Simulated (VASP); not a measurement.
Crystal: Sb.

```
Sb
1.0
     0.00000    2.47000    2.47000
     2.47000    0.00000    2.47000
     2.47000    2.47000    0.00000
Sb
1
Direct
  0.00000 0.00000 0.00000
```

This isn't the form of Sb at room conditions, which is rhombohedral.

| Property | Result |
| --- | --- |
| Program | VASP 6.6.1 |
| Task | relaxation of cell and atoms |
| Functional | r2SCAN |
| Potentials or basis | VASP PAW PBE potentials, release 64 (Sb) |
| Cutoff | 550 eV |
| k mesh | 7 × 7 × 7 |
| Occupations | gaussian, width 0.05 eV |
| Spin | no spin polarisation |

At the start: pressure -4.7 GPa; volume 30.14 Å³/atom.

Problem. How do energy, volume and symmetry change on relaxing?

Solution. Over 3 steps the energy falls by 53.6 meV/atom and the volume is 26.62 Å³/atom (-11.7 %); space group Fm-3m (No. 225, to 0.1 Å) before and after.

Step by step:
```csv
step,energy change (eV),largest force (eV/Å),pressure (GPa),volume (Å³)
1,0.0000,0.0000,-4.74,30.14
2,-0.0534,0.0000,0.33,26.41
3,-0.0536,0.0000,-0.07,26.62
```

Final structure:
```
Sb
1.0
     0.00000    2.36996    2.36996
     2.36996    0.00000    2.36996
     2.36996    2.36996    0.00000
Sb
1
Direct
  0.00000 0.00000 0.00000
```

Caveat: the PAW data sets were made with another functional, which shifts forces and pressure a little.
